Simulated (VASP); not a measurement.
AlN: relaxation of the atoms with LDA

The system is AlN.

```
Al N
1.0
     3.05770    0.00000    0.00000
    -1.52885    2.64805    0.00000
     0.00000    0.00000    4.54810
Al N
2 2
Direct
  0.33333 0.66667 0.00152
  0.66667 0.33333 0.50152
  0.33333 0.66667 0.38348
  0.66667 0.33333 0.88348
```

* Program: VASP 6.6.1
* Task: relaxation of the atoms
* Functional: LDA
* Potentials or basis: VASP PAW LDA potentials, release 64 (Al, N)
* Cutoff: 520 eV
* k mesh: 9 × 9 × 6
* Occupations: gaussian, width 0.05 eV
* Spin: no spin polarisation
* Dipole correction: no
* Further INCAR settings: ALGO = Normal; EDIFF = 1e-06; IBRION = 2; EDIFFG = -0.01; NSW = 50

```
Energy gained by relaxing : 41.8 meV/atom
Ionic steps               : 3
Pressure after relaxing   : 25.0 GPa
Band gap on the k mesh    : 4.78 eV
```

Forces on the atoms (eV/Å):
```
Al   0.000  0.000 -0.003
Al   0.000  0.000 -0.003
N    0.000  0.000  0.003
N    0.000  0.000  0.003
```

Stress tensor (GPa, compression positive):
```
21.84  0.00  0.00
 0.00 21.84  0.00
 0.00  0.00 31.35
```

Step by step:
```csv
step,energy change (eV),largest force (eV/Å),pressure (GPa)
1,0.0000,1.9114,28.63
2,-0.0821,0.8652,24.02
3,-0.1672,0.0028,25.01
```

Final structure:
```
CELL_PARAMETERS angstrom
3.05770 0.00000 0.00000
-1.52885 2.64805 0.00000
0.00000 0.00000 4.54810
ATOMIC_POSITIONS crystal
Al 0.33333 0.66667 0.99085
Al 0.66667 0.33333 0.49085
N 0.33333 0.66667 0.39415
N 0.66667 0.33333 0.89415
```

Levels at points of the mesh, in eV from the valence-band top:
```tsv
k point	band 5	band 6	band 7	band 8	band 9	band 10	band 11	band 12
(0.00, 0.00, 0.00)	-1.96	-1.02	-1.02	0.00	4.78	6.47	10.53	10.53
(0.00, 0.00, 0.50)	-1.51	-1.51	-1.51	-1.51	6.77	6.77	10.85	10.85
```

It took 56 s on 1 thread of Intel Xeon 8259CL (shared host), peak memory 0.14 GiB.

Caveat: an odd mesh through Γ misses points on the zone boundary, where band edges can lie.
